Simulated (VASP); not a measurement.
A run of VASP 6.6.1:

File INCAR:

```
  PREC = Accurate
  ENCUT = 520
  EDIFF = 1E-6
  ISMEAR = -1
  SIGMA = 0.3
  LREAL = False
  LASPH = True
  NELM = 100
  ALGO = Normal
  ISIF = 2
  LWAVE = False
  LCHARG = False
  GGA = RE
  NBANDS = 18
  ISYM = 0
```

File KPOINTS:

```
Automatic mesh
0
Gamma
  6 6 4
  0.5 0.5 0.5
```

The input POSCAR:

```
PtSe2
1.0
    3.7240000000      0.0000000000      0.0000000000
   -1.8620000000      3.2250790000      0.0000000000
    0.0000000000      0.0000000000      5.0620000000
Pt Se
1 2
Direct
    0.0000000000      0.0000000000      0.0000000000
    0.3333333333      0.6666666667      0.2500000000
    0.6666666667      0.3333333333      0.7500000000
```

Potentials or basis: VASP PAW PBE potentials, release 64 (Pt, Se).

Run with:

```console
$ cat potpaw_PBE.64/Pt/POTCAR potpaw_PBE.64/Se/POTCAR > POTCAR
$ mpirun -np 1 vasp_std > vasp.out
```

Hardware: 1 thread of Intel Xeon 8259CL, on a shared host.

Question: Estimate the wall time of this run.

Answer: Run time: 5.8 min on 1 thread of Intel Xeon 8259CL, with other jobs on the host, peak memory 0.36 GiB. Counts: scf iterations 13, k points 216.
